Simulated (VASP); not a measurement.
# Si2B (P-3m1) in VASP: further runs, part 2 of 2

VASP 6.6.1.

### 4 Relaxation of cell and atoms, PBE

INCAR reads:

```
PREC     = Accurate       # precision mode
ENCUT    = 600            # plane-wave cutoff, eV
EDIFF    = 1E-6           # SCF threshold, eV
ISMEAR   = 0              # smearing method
SIGMA    = 0.1            # smearing width, eV
LREAL    = F              # projectors in reciprocal space
LASPH    = T              # aspherical terms in the spheres
NELM     = 80             # most SCF steps
ALGO     = Normal         # electronic algorithm
ISIF     = 3              # what is computed and relaxed
LWAVE    = F              # write WAVECAR
LCHARG   = F              # write CHGCAR
GGA      = PE             # functional
IBRION   = 2              # ionic algorithm
NSW      = 90             # ionic steps
EDIFFG   = -0.04          # ionic threshold
```

KPOINTS reads:

```
regular mesh
0
Gamma
  6 6 4
```

POSCAR reads:

```
Si2B
1.0
    2.7669564800      0.0000000000      0.0000000000
   -1.3834782400      2.3962546100      0.0000000000
    0.0000000000      0.0000000000      4.5721551300
Si B
2 1
Direct
    0.3333333300      0.6666666700      0.3328465500
    0.6666666700      0.3333333300      0.6671534500
    0.0000000000      0.0000000000      0.0000000000
```

Potentials or basis: VASP PAW PBE potentials, release 64 (Si, B).

Launch:

```
cat potpaw_PBE.64/Si/POTCAR potpaw_PBE.64/B/POTCAR > POTCAR
mpirun -np 1 vasp_std > vasp.out
```

OUTCAR:

```text
PREC = Accurate
   ENCUT = 600
   EDIFF = 1E-6
   ISMEAR = 0
   LREAL = F
   LASPH = T
   NELM = 80
   ISIF = 3
   GGA = PE
   IBRION = 2
   NSW = 90
   EDIFFG = -0.04

 ion  position               nearest neighbor table
   1  0.333  0.667  0.333-   3 2.21   3 2.21   3 2.21   2 2.21   2 2.21   2 2.21
   2  0.667  0.333  0.667-   3 2.21   3 2.21   3 2.21   1 2.21   1 2.21   1 2.21
   3  0.000  0.000  0.000-   1 2.21   2 2.21   2 2.21   1 2.21   2 2.21   1 2.21

  LATTYP: Found a hexagonal cell.
 ALAT       =     2.7669564800
 C/A-ratio  =     1.6524130983

  Lattice vectors:

 A1 = (   2.7669564800,   0.0000000000,   0.0000000000)
 A2 = (  -1.3834782400,   2.3962546100,   0.0000000000)
 A3 = (   0.0000000000,   0.0000000000,   4.5721551300)

Analysis of symmetry for initial positions (statically):
=====================================================================
 Subroutine PRICEL returns:
 Original cell was already a primitive cell.

 Routine SETGRP: Setting up the symmetry group for a
 hexagonal supercell.

 Subroutine GETGRP returns: Found 12 space group operations
 (whereof 12 operations were pure point group operations)
 out of a pool of 24 trial point group operations.

The static configuration has the point symmetry D_3d.

Analysis of symmetry for dynamics (positions and initial velocities):
=====================================================================
 Subroutine PRICEL returns:
 Original cell was already a primitive cell.

 Routine SETGRP: Setting up the symmetry group for a
 hexagonal supercell.

 Subroutine GETGRP returns: Found 12 space group operations
 (whereof 12 operations were pure point group operations)
 out of a pool of 24 trial point group operations.

The dynamic configuration has the point symmetry D_3d.

 Subroutine INISYM returns: Found 12 space group operations
 (whereof 12 operations are pure point group operations),
 and found     1 'primitive' translations

----------------------------------------------------------------------------------------

                                     Primitive cell

  volume of cell :      30.3149

  direct lattice vectors                    reciprocal lattice vectors
     2.766956480  0.000000000  0.000000000     0.361407925  0.208658962  0.000000000
    -1.383478240  2.396254610  0.000000000     0.000000000  0.417317924  0.000000000
     0.000000000  0.000000000  4.572155130     0.000000000  0.000000000  0.218715239

  length of vectors
     2.766956480  2.766956486  4.572155130     0.417317925  0.417317924  0.218715239

  position of ions in fractional coordinates (direct lattice)
     0.333333330  0.666666670  0.332846550
     0.666666670  0.333333330  0.667153450
     0.000000000  0.000000000  0.000000000

  ion indices of the primitive-cell ions
   primitive index   ion index
                 1           1
                 2           2
                 3           3

----------------------------------------------------------------------------------------

 KPOINTS: regular mesh

Automatic generation of k-mesh.
 Grid dimensions read from file:
 generate k-points for:    6    6    4

 Generating k-lattice:

  Cartesian coordinates                     Fractional coordinates (reciprocal lattice)
     0.060234654  0.034776494  0.000000000     0.166666667  0.000000000  0.000000000
     0.000000000  0.069552987  0.000000000     0.000000000  0.166666667  0.000000000
     0.000000000  0.000000000  0.054678810     0.000000000  0.000000000  0.250000000

  Length of vectors
     0.069552988  0.069552987  0.054678810

  Shift w.r.t. Gamma in fractional coordinates (k-lattice)
     0.000000000  0.000000000  0.000000000

 Subroutine IBZKPT returns following result:
 ===========================================

 Found     24 irreducible k-points:

 Following reciprocal coordinates:
            Coordinates               Weight
  0.000000  0.000000  0.000000      1.000000
  0.166667 -0.000000  0.000000      6.000000
  0.333333  0.000000  0.000000      6.000000
  0.500000  0.000000  0.000000      3.000000
  0.166667  0.166667  0.000000      6.000000
  0.333333  0.166667  0.000000     12.000000
[... 16 lines left out ...]
  0.333333  0.166667  0.500000     12.000000
  0.333333  0.333333  0.500000      2.000000
   k-points           NKPTS =     24   k-points in BZ     NKDIM =     24   number of bands    NBANDS=      9
   number of dos      NEDOS =    301   number of ions     NIONS =      3
   total plane-waves  NPLWV =  23040
   dimension x,y,z NGX =    24 NGY =   24 NGZ =   40
   dimension x,y,z NGXF=    48 NGYF=   48 NGZF=   80
   ions per type =               2   1
   NGX,Y,Z   is equivalent  to a cutoff of  14.42, 14.42, 14.54 a.u.
   NGXF,Y,Z  is equivalent  to a cutoff of  28.84, 28.84, 29.09 a.u.
 SYSTEM =  unknown system
   PREC   = accura    normal or accurate (medium, high low for compatibility)
   ISTART =      0    job   : 0-new  1-cont  2-samecut
   ICHARG =      2    charge: 1-file 2-atom 10-const
   ISPIN  =      1    spin polarized calculation?
   LNONCOLLINEAR =      F non collinear calculations
   LSORBIT =      F    spin-orbit coupling
   LASPH  =      T    aspherical Exc in radial PAW
   ENCUT  =  600.0 eV  44.10 Ry    6.64 a.u.   5.53  5.53  9.13*2*pi/ulx,y,z
   NELM   =     80;   NELMIN=  2; NELMDL= -5     # of ELM steps
   EDIFF  = 0.1E-05   stopping-criterion for ELM
   LREAL  =      F    real-space projection
   EDIFFG = -.4E-01   stopping-criterion for IOM
   NSW    =     90    number of steps for IOM
   IBRION =      2    ionic relax: 0-MD 1-quasi-New 2-CG
   NFREE  =      1    steps in history (QN), initial steepest desc. (CG)
   ISIF   =      3    stress and relaxation
   ISYM   =      2    0-nonsym 1-usesym 2-fastsym
   POTIM  = 0.5000    time-step for ionic-motion
   TEBEG  =    0.0;   TEEND  =   0.0 temperature during run
   PSTRESS=    0.0 pullay stress
   NELECT =      11.0000    total number of electrons
   NUPDOWN=      -1.0000    fix difference up-down
   EMIN   =  10.00;   EMAX   =-10.00  energy-range for DOS
   EFERMI =   0.00;   METHOD = LEGACY
   ISMEAR =     0;   SIGMA  =   0.10  broadening in eV -4-tet -1-fermi 0-gaus
   EFERMI_NEDOS =   21; number of points for ismear=-14 and -15
   IALGO  =     38    algorithm
   IMIX   =      4    mixing-type and parameters
     AMIX     =   0.40;   BMIX     =  1.00
     AMIX_MAG =   1.60;   BMIX_MAG =  1.00
  volume/ion in A,a.u.               =      10.10        68.19
  Fermi-wavevector in a.u.,A,eV,Ry     =   1.167671  2.206577 18.550923  1.363454
  Thomas-Fermi vector in A             =   2.304168
   LORBIT       =      0    0 simple, 1 ext, 2 COOP (PROOUT), +10 PAW based schemes
   GGA     = PE    functional components
   LHFCALC =     F    Hartree Fock is set to
   AEXX    =    0.0000 exact exchange contribution
   IVDW    =     0    specifies the selected vdW correction
   LEPSILON=     F    determine dielectric tensor
   LRPA    =     F    only Hartree local field effects (RPA)
 conjugate gradient relaxation of ions
 non-spin polarized calculation
 Gauss-broadening in eV      SIGMA  =   0.10
  energy-cutoff  :      600.00
  volume of cell :       30.31
 maximum number of plane-waves:      1050
 NGX is ok and might be reduce to    24
   NGX = 11   NGY = 11   NGZ = 19

--------------------------------------- Ionic step        1  -------------------------------------------

 number of electron      11.0000000 magnetization

 Free energy of the ion-electron system (eV)
  ---------------------------------------------------
  ext. energy  EPLUGINS =         0.00000000
  ---------------------------------------------------
  free energy    TOTEN  =       -14.27467530 eV

  energy without entropy =      -14.26291448  energy(sigma->0) =      -14.26879489

 E-fermi :  11.7487     XC(G=0): -12.0599

 val. band max:       11.7334954618   @ k =   0.1667   0.1667   0.5000
 cond. band min:      11.7689666834   @ k =   0.0000   0.0000   0.5000
 fundamental gap:      0.0354712216
 Fermi energy:        11.7486948024

 k-point     1 :       0.0000    0.0000    0.0000
  band No.  band energies     occupation
      1      -4.8594      2.00000
      2       1.8559      2.00000
      3       1.9567      2.00000
      4      15.2298      0.00000
      5      15.2298      0.00000
      6      17.1306      0.00000
      7      17.1306      0.00000
      8      18.0960      0.00000
      9      21.5897      0.00000
[... 378 lines left out ...]
  FREE ENERGIE OF THE ION-ELECTRON SYSTEM (eV)
  ---------------------------------------------------
  free  energy   TOTEN  =       -15.6757161658 eV

  energy  without entropy=      -15.6670293692  energy(sigma->0) =      -15.67137277

[... ionic steps 4 to 9 ...]

--------------------------------------- Ionic step       10  -------------------------------------------

 number of electron      10.9999999 magnetization

------------------------ aborting loop because EDIFF is reached ----------------------------------------
[... 69 lines left out ...]
--------------------------------------- Ionic step       12  -------------------------------------------

 number of electron      10.9999999 magnetization

 Free energy of the ion-electron system (eV)
  ---------------------------------------------------
  ext. energy  EPLUGINS =         0.00000000
  ---------------------------------------------------
  free energy    TOTEN  =       -16.49022853 eV

  energy without entropy =      -16.48817573  energy(sigma->0) =      -16.48920213

 E-fermi :   9.2732     XC(G=0): -11.2510

 val. band max:        9.1275091520   @ k =   0.3333   0.0000   0.0000
 cond. band min:       9.2776384478   @ k =   0.0000   0.0000   0.5000
 fundamental gap:      0.1501292958
 Fermi energy:         9.2732131712

 k-point     1 :       0.0000    0.0000    0.0000
  band No.  band energies     occupation
      1      -5.4980      2.00000
      2       2.7832      2.00000
      3       3.1647      2.00000
      4       8.9653      1.99999
      5       8.9653      1.99999
      6      11.6968      0.00000
      7      11.6968      0.00000
      8      15.4313      0.00000
      9      15.7264      0.00000
[... 304 lines left out ...]
  FREE ENERGIE OF THE ION-ELECTRON SYSTEM (eV)
  ---------------------------------------------------
  free  energy   TOTEN  =       -16.4902285291 eV

  energy  without entropy=      -16.4881757334  energy(sigma->0) =      -16.48920213

 reached required accuracy - stopping structural energy minimisation
```

Wall time 98 s (1 thread of Intel Xeon 8259CL, shared host); peak memory 0.16 GiB.

Results:

```
Free energy                           : -16.4902 eV
Relaxed volume                        : 12.03 Å³/atom
Relaxed cell                          : a = 3.192 Å, b = 3.192 Å, c = 4.090 Å, α = 90.00°, β = 90.00°, γ = 120.00°
Space group after relaxing (to 0.1 Å) : P-3m1 (No. 164)
Energy gained by relaxing             : 738.5 meV/atom
Ionic steps                           : 12
Pressure after relaxing               : -0.2 GPa
Largest force after relaxing          : 0.037 eV/Å
Band gap on the k mesh                : zero (an odd number of electrons rules out a gap without spin polarisation)
```

Forces on the atoms (eV/Å):
```
Si   0.000  0.000  0.037
Si   0.000  0.000 -0.037
B    0.000  0.000  0.000
```

The path:
```tsv
step	energy change (eV)	largest force (eV/Å)	pressure (GPa)	volume (Å³)
1	0.0000	5.4053	34.35	30.31
2	-1.3983	1.2101	-13.15	40.83
3	-1.4010	1.2394	-9.20	38.00
4	-2.0640	0.3512	-2.34	36.05
5	-2.1710	0.6576	7.03	34.52
6	-2.1746	0.2209	3.22	35.04
7	-2.1778	0.2166	4.20	34.91
8	-2.1807	0.3451	5.70	34.72
9	-2.1928	0.2078	-1.90	36.64
10	-2.2103	0.2830	1.27	35.77
11	-2.2151	0.0375	-0.68	36.17
12	-2.2156	0.0369	-0.25	36.08
```

Final structure:
```xyz
3
Lattice="3.1917 0.0000 0.0000 -1.5958 2.7641 0.0000 0.0000 0.0000 4.0896" Properties=species:S:1:pos:R:3 pbc="T T T"
Si    0.0000    1.8427    1.0512
Si    1.5958    0.9214    3.0384
B     0.0000    0.0000    0.0000
```

Caveat: the k points lie up to 0.38 Å⁻¹ apart in the final cell, too coarse for converged energies and pressures of a metal; the volume moved by over 15 % at a fixed basis, so the end points are rough; an odd number of electrons without spin polarisation forces a metal; a magnetic or distorted state may lie lower.

### 5 The runs side by side

| task | cell | cutoff (eV) | gap on the mesh (eV) | pressure (GPa) | largest force (eV/Å) |
| --- | --- | --- | --- | --- | --- |
| single point | a = 2.767, b = 2.767, c = 4.572 Å, angles 90.0, 90.0, 120.0°, 3 atoms, atomic positions A | 520 | none | 34.3 | 5.40 |
| single point | a = 3.189, b = 3.189, c = 4.079 Å, angles 90.0, 90.0, 120.0°, 3 atoms, atomic positions B | 520 | none | 0.0 | 0.01 |
| relaxation of cell and atoms | relaxed from a = 2.767, b = 2.767, c = 4.572 Å, angles 90.0, 90.0, 120.0°, 3 atoms, atomic positions A | 600 | none | -0.2 | 0.04 |

Alike in all rows: level PBE; potentials or basis VASP PAW PBE potentials, release 64 (Si, B); no spin polarisation; k mesh 6 × 6 × 4; smearing gaussian 0.1 eV.

Caveats: all runs use coarse meshes; an odd number of electrons without spin polarisation forces a metal; a magnetic or distorted state may lie lower; the volume moved by over 15 % at a fixed basis, so the end points are rough (at least some runs).

Total energies depend on the potentials used, so only differences within one code and one set of settings carry meaning.

The gap in the log of VASP goes by the Fermi energy; the results here count the filled bands.